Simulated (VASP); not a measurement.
# BiTe (I4/mmm) in VASP: notebook, part 2 of 2

VASP 6.6.1.

## Step 4: Single point, PBE (biaxial strain in the a-b plane: +4.5 %, then relaxed in part)

INCAR

```
PREC = Accurate
ENCUT = 520
EDIFF = 1E-6
ISMEAR = 0
SIGMA = 0.1
LREAL = False
LASPH = True
NELM = 80
ALGO = Normal
ISIF = 2
LWAVE = False
LCHARG = True
GGA = PE
LELF = True
LVHAR = True
NBANDS = 29
```

KPOINTS

```
Automatic mesh
0
Gamma
  12 12 8
```

POSCAR

```
BiTe
1.0
    3.3974978994      3.3974978994      0.0000000000
   -3.3974978994      3.3974978994      0.0000000000
    0.0000000000      0.0000000000      6.4086548122
Bi Te
2 2
Direct
    0.0000000000      0.0000000000      0.0000000000
    0.5000000000      0.5000000000      0.5000000000
    0.5000000000      0.5000000000      0.0000000000
    0.0000000000      0.0000000000      0.5000000000
```

Potentials or basis: VASP PAW PBE potentials, release 64 (Bi_d, Te).

Launch:

```
cat potpaw_PBE.64/Bi_d/POTCAR potpaw_PBE.64/Te/POTCAR > POTCAR
mpirun -np 1 vasp_std > vasp.out
```

OUTCAR:

```text
PREC = Accurate
   ENCUT = 520
   EDIFF = 1E-6
   ISMEAR = 0
   LREAL = False
   LASPH = True
   NELM = 80
   ISIF = 2
   GGA = PE

 ion  position               nearest neighbor table
   1  0.000  0.000  0.000-   4 3.20   4 3.20   3 3.40   3 3.40   3 3.40   3 3.40
   2  0.500  0.500  0.500-   3 3.20   3 3.20   4 3.40   4 3.40   4 3.40   4 3.40
   3  0.500  0.500  0.000-   2 3.20   2 3.20   1 3.40   1 3.40   1 3.40   1 3.40
   4  0.000  0.000  0.500-   1 3.20   1 3.20   2 3.40   2 3.40   2 3.40   2 3.40

  LATTYP: Found a simple tetragonal cell.
 ALAT       =     4.8047876075
 C/A-ratio  =     1.3338060567

  Lattice vectors:

 A1 = (   3.3974978994,   3.3974978994,   0.0000000000)
 A2 = (  -3.3974978994,   3.3974978994,   0.0000000000)
 A3 = (   0.0000000000,   0.0000000000,   6.4086548122)

Analysis of symmetry for initial positions (statically):
=====================================================================
 Subroutine PRICEL returns following result:

  LATTYP: Found a body centered tetragonal cell.
 ALAT       =     4.8047876075
 C/A-ratio  =     1.3338060567

  Lattice vectors:

 A1 = (   0.0000000000,  -3.3974978994,  -3.2043274061)
 A2 = (   0.0000000000,   3.3974978994,  -3.2043274061)
 A3 = (   3.3974978994,   0.0000000000,   3.2043274061)

   2 primitive cells build up your supercell.

 Routine SETGRP: Setting up the symmetry group for a
 simple tetragonal supercell.

 Subroutine GETGRP returns: Found 16 space group operations
 (whereof 16 operations were pure point group operations)
 out of a pool of 16 trial point group operations.

The static configuration has the point symmetry D_4h.

Analysis of symmetry for dynamics (positions and initial velocities):
=====================================================================
 Subroutine PRICEL returns following result:

  LATTYP: Found a body centered tetragonal cell.
[... 135 lines left out ...]
   IALGO  =     38    algorithm
   IMIX   =      4    mixing-type and parameters
     AMIX     =   0.40;   BMIX     =  1.00
     AMIX_MAG =   1.60;   BMIX_MAG =  1.00
  volume/ion in A,a.u.               =      36.99       249.60
  Fermi-wavevector in a.u.,A,eV,Ry     =   1.075935  2.033223 15.750606  1.157637
  Thomas-Fermi vector in A             =   2.211806
   LORBIT       =      0    0 simple, 1 ext, 2 COOP (PROOUT), +10 PAW based schemes
   GGA     = PE    functional components
   LHFCALC =     F    Hartree Fock is set to
   AEXX    =    0.0000 exact exchange contribution
   IVDW    =     0    specifies the selected vdW correction
   LEPSILON=     F    determine dielectric tensor
   LRPA    =     F    only Hartree local field effects (RPA)
 non-spin polarized calculation
 Gauss-broadening in eV      SIGMA  =   0.10
  energy-cutoff  :      520.00
  volume of cell :      147.95
 maximum number of plane-waves:      4028
 NGX is ok and might be reduce to    36
   NGX = 17   NGY = 17   NGZ = 23

 number of electron      42.0000029 magnetization

 Free energy of the ion-electron system (eV)
  ---------------------------------------------------
  ext. energy  EPLUGINS =         0.00000000
  ---------------------------------------------------
  free energy    TOTEN  =       -14.19020138 eV

  energy without entropy =      -14.17508355  energy(sigma->0) =      -14.18264246

 E-fermi :   5.6072     XC(G=0):  -9.0402

 val. band max:        5.5969282351   @ k =   0.3333   0.0000   0.3750
 cond. band min:       5.6079911310   @ k =   0.2500   0.1667   0.1250
 fundamental gap:      0.0110628959
 Fermi energy:         5.6071912699

 k-point     1 :       0.0000    0.0000    0.0000
  band No.  band energies     occupation
      1     -17.5425      2.00000
      2     -17.5325      2.00000
      3     -17.5244      2.00000
      4     -17.5244      2.00000
      5     -17.5166      2.00000
      6     -17.5166      2.00000
[... 757 lines left out ...]
     28       9.7393      0.00000
     29      12.8144      0.00000

 [... further k-points ...]

------------------------ aborting loop because EDIFF is reached ----------------------------------------

  FORCE on cell =-STRESS in cart. coord.  units (eV):
  Direction    XX          YY          ZZ          XY          YZ          ZX
  --------------------------------------------------------------------------------------
  -------------------------------------------------------------------------------------
  Total       -3.6562775     -3.6562775     -0.0562689      0.0000000      0.0000000      0.0000000
  in kB      -39.5944637    -39.5944637     -0.6093454      0.0000000      0.0000000      0.0000000
  external PRESSURE =     -26.5994243 kB  Pullay stress =       0.0000000 kB

 VOLUME and BASIS-vectors are now :
 -----------------------------------------------------------------------------
  energy-cutoff  :      520.00
  volume of cell :      147.95
      direct lattice vectors                 reciprocal lattice vectors
     3.397497899  3.397497899  0.000000000     0.147167126  0.147167126  0.000000000
    -3.397497899  3.397497899  0.000000000    -0.147167126  0.147167126  0.000000000
     0.000000000  0.000000000  6.408654812     0.000000000  0.000000000  0.156038986

 POSITION                                       TOTAL-FORCE (eV/Angst)
 -----------------------------------------------------------------------------------
      0.00000      0.00000      0.00000         0.000000     -0.000000      0.000000
      0.00000      3.39750      3.20433         0.000000      0.000000     -0.000000
      0.00000      3.39750      0.00000        -0.000000      0.000000      0.000000
      0.00000      0.00000      3.20433        -0.000000      0.000000      0.000000
 -----------------------------------------------------------------------------------
    total drift:                               -0.000000      0.000000      0.000000

  FREE ENERGIE OF THE ION-ELECTRON SYSTEM (eV)
  ---------------------------------------------------
  free  energy   TOTEN  =       -14.1902013787 eV

  energy  without entropy=      -14.1750835462  energy(sigma->0) =      -14.18264246
```

OSZICAR:

```text
N       E                     dE             d eps       ncg     rms          rms(c)
DAV:   1     0.384771332012E+03    0.38477E+03   -0.19603E+04  8120   0.142E+03
DAV:   2     0.240987473671E+02   -0.36067E+03   -0.35163E+03  8468   0.376E+02
DAV:   3    -0.127153945242E+02   -0.36814E+02   -0.36038E+02 10162   0.135E+02
DAV:   4    -0.141974231264E+02   -0.14820E+01   -0.14723E+01  9094   0.287E+01
DAV:   5    -0.142717642590E+02   -0.74341E-01   -0.74333E-01 12067   0.624E+00    0.770E+00
DAV:   6    -0.141789066036E+02    0.92858E-01   -0.33509E-01  9534   0.294E+00    0.502E+00
DAV:   7    -0.141911956582E+02   -0.12289E-01   -0.91002E-02  9768   0.123E+00    0.462E-01
DAV:   8    -0.141896843331E+02    0.15113E-02   -0.13256E-02  9179   0.649E-01    0.277E-01
DAV:   9    -0.141902075232E+02   -0.52319E-03   -0.16561E-03  9168   0.243E-01    0.105E-01
DAV:  10    -0.141901997740E+02    0.77492E-05   -0.49326E-05 11261   0.460E-02    0.730E-02
DAV:  11    -0.141902012798E+02   -0.15058E-05   -0.10832E-05  8186   0.227E-02    0.432E-02
DAV:  12    -0.141902002739E+02    0.10060E-05   -0.34234E-06  7828   0.105E-02    0.321E-02
DAV:  13    -0.141902013294E+02   -0.10555E-05   -0.11408E-06  5500   0.895E-03    0.505E-03
DAV:  14    -0.141902013787E+02   -0.49250E-07   -0.15693E-07  4950   0.365E-03
   1 F= -.14190201E+02 E0= -.14182642E+02  d E =-.151178E-01
```

stdout:

```text
POSCAR found type information on POSCAR BiTe
 POSCAR found :  2 types and       4 ions
 scaLAPACK will be used
 LDA part: xc-table for (Slater+PW92), standard interpolation
 POSCAR, INCAR and KPOINTS ok, starting setup
 FFT: planning ... GRIDC
 FFT: planning ... GRID_SOFT
 FFT: planning ... GRID
 WAVECAR not read
 entering main loop
```

Run time: 9.2 min. Hardware: 1 thread of Oxide Virtual Turin-like, shared host; peak memory 0.57 GiB.

Results:

```yaml
Free_energy: -14.1902 eV
Pressure: -2.7 GPa
Band_gap_on_the_k_mesh: zero (band 21 reaches 8.23 eV, above the bottom of band 22 at 4.79 eV)
```

Caveat: the cell differs from its parent crystal (biaxial strain in the a-b plane: +4.5 %, then relaxed in part); spin-orbit coupling is left out, which moves the levels of the heavy elements.

## Step 5: Summary

| cell | gap on the mesh (eV) | pressure (GPa) |
| --- | --- | --- |
| a = 4.391, b = 4.391, c = 6.637 Å, 4 atoms | none | 4.5 |
| a = 4.391, b = 4.391, c = 6.678 Å, 4 atoms | none | 4.1 |
| a = 4.805, b = 4.805, c = 6.409 Å, 4 atoms | none | -2.7 |

Alike in all rows: task single point; level PBE; potentials or basis VASP PAW PBE potentials, release 64 (Bi_d, Te); no spin polarisation; k mesh 12 × 12 × 8; cutoff (eV) 520; smearing gaussian 0.1 eV.

Caveats: spin-orbit coupling is left out, which moves the levels of the heavy elements.

Total energies depend on the potentials used, so only differences within one code and one set of settings carry meaning.
